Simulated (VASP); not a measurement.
Here is a VASP 6.6.1 calculation.

INCAR

```
  PREC = Accurate
  ENCUT = 520
  EDIFF = 1E-6
  ISMEAR = 0
  SIGMA = 0.1
  LREAL = False
  LASPH = True
  NELM = 60
  ALGO = Normal
  ISIF = 2
  LWAVE = False
  LCHARG = False
  GGA = PE
  NBANDS = 9
```

KPOINTS

```
Automatic mesh
0
Gamma
  8 8 8
```

The input POSCAR:

```
MgH2
1.0
   -1.6814749712      1.6814749712      2.3762177144
    1.6814749712     -1.6814749712      2.3762177144
    1.6814749712      1.6814749712     -2.3762177144
Mg H
1 2
Direct
    0.0000000000      0.0000000000      0.0000000000
    0.2500000000      0.7500000000      0.5000000000
    0.7500000000      0.2500000000      0.5000000000
```

Potentials or basis: VASP PAW PBE potentials, release 64 (Mg, H).

Run with:

```console
$ cat potpaw_PBE.64/Mg/POTCAR potpaw_PBE.64/H/POTCAR > POTCAR
$ mpirun -np 1 vasp_std > vasp.out
```

Problem. Estimate the band gap on the k mesh.

Solution. Zero (band 2 reaches 3.88 eV, above the bottom of band 3 at 2.61 eV).

Problem. Estimate the pressure.

Solution. -0.4 GPa.

Stress tensor (GPa, compression positive):
```
-0.42  0.00  0.00
 0.00 -0.42  0.00
 0.00  0.00 -0.33
```
